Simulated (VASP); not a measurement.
A run of VASP 6.6.1 is set up as follows.

Contents of INCAR:

```
SYSTEM = Sr
PREC = Accurate ; ENCUT = 500
EDIFF = 1E-6 ; ISMEAR = -1
SIGMA = 0.1 ; LREAL = .False.
LASPH = .True. ; NELM = 120
ALGO = Normal ; ISIF = 2
LWAVE = .False. ; LCHARG = .True.
GGA = PE ; LELF = .True.
LVHAR = .True. ; NBANDS = 11
GGA_COMPAT = .False.
```

File KPOINTS:

```
regular mesh
0
Gamma
  13 13 13
  0 0 0
```

File POSCAR:

```
Sr
1.0
    0.0000000000      2.5674846065      2.5674846065
    2.5674846065      0.0000000000      2.5674846065
    2.5674846065      2.5674846065      0.0000000000
Sr
1
Direct
    0.0000000000      0.0000000000      0.0000000000
```

Potentials or basis: VASP PAW PBE potentials, release 64 (Sr_sv).

Command:

```sh
$ cat potpaw_PBE.64/Sr_sv/POTCAR > POTCAR
$ mpirun -np 1 vasp_std > vasp.out
```

**Question.** Predict the band gap on the k mesh.

**Answer.** Zero (band 5 reaches 3.53 eV, above the bottom of band 6 at 3.34 eV).

**Question.** Estimate the pressure.

**Answer.** 12.0 GPa.

Caveat: the cell differs from its parent crystal (volume scaled by 0.615, to set the pressure).
